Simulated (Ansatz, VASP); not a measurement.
**HfO2: VASP beside Ansatz**

INCAR

```
ALGO = Normal
EDIFF = 1E-6
ENCUT = 520
GGA = PE
ISIF = 2
ISMEAR = 0
LASPH = T
LCHARG = F
LREAL = F
LWAVE = F
NBANDS = 18
NELM = 100
PREC = Accurate
SIGMA = 0.05
```

KPOINTS

```
k-points
0
Gamma
  8 8 8
```

POSCAR

```
HfO2
1.0
   -0.0684534009      2.5376405433      2.5376405433
    2.5376405433     -0.0684534009      2.5376405433
    2.5376405433      2.5376405433     -0.0684534009
Hf O
1 2
Direct
    0.0000000000      0.0000000000      0.0000000000
    0.2500000000      0.2500000000      0.2500000000
    0.7500000000      0.7500000000      0.7500000000
```

Input for Ansatz:

```yaml
crystal:
  lattice:
    - [-0.0684534009, 2.5376405433, 2.5376405433]
    - [2.5376405433, -0.0684534009, 2.5376405433]
    - [2.5376405433, 2.5376405433, -0.0684534009]
  atoms:
    - { symbol: Hf, position: [0.0, 0.0, 0.0] }
    - { symbol: O, position: [0.25, 0.25, 0.25] }
    - { symbol: O, position: [0.75, 0.75, 0.75] }
basis:
  ecutwfc: 520.0
kpoints:
  mp_grid: { grid: [8, 8, 8] }
hamiltonian:
  xc: pbe
  pseudopotentials: { kind: paw, azcp: { folder: soft_1 } }
scf:
  occupations: { method: gaussian, width: 0.05 }
output:
  forces: true
  stress: true
  eigenvalues: true
```

Alike in both runs: task single point; functional PBE; k mesh 8 × 8 × 8; occupations gaussian, width 0.05 eV; no spin polarisation.

|  | VASP | Ansatz |
| --- | --- | --- |
| version | VASP 6.6.1 | Ansatz 0.2.0 |
| potentials or method | VASP PAW PBE potentials, release 64 (Hf_pv, O), cutoff 520 eV | scalar-relativistic, plane waves, PAW |
| valence electrons in the cell | 22 | 38 |

|  | VASP | Ansatz | Ansatz less VASP |
| --- | --- | --- | --- |
| gap on the k mesh at the Fermi level (eV) | 3.70 | 3.70 | -0.003 |
| least direct gap on the mesh (eV) | 3.70 | 3.70 | -0.003 |
| pressure (GPa) | -9.1 | -5.7 | +3.39 |
| traceless stress, the component that is largest in VASP (GPa) | 2.18 | 2.31 | +0.135 |
| rms of the force components (eV/Å) | 0.129 | 0.143 | +0.0141 |

Atom by atom the forces differ by 0.014 eV/Å (rms over components). VASP's potentials hold 22 valence electrons a cell and Ansatz's 38, so a difference there can come from the potentials and not from the codes.

Neither program's run includes spin-orbit coupling.
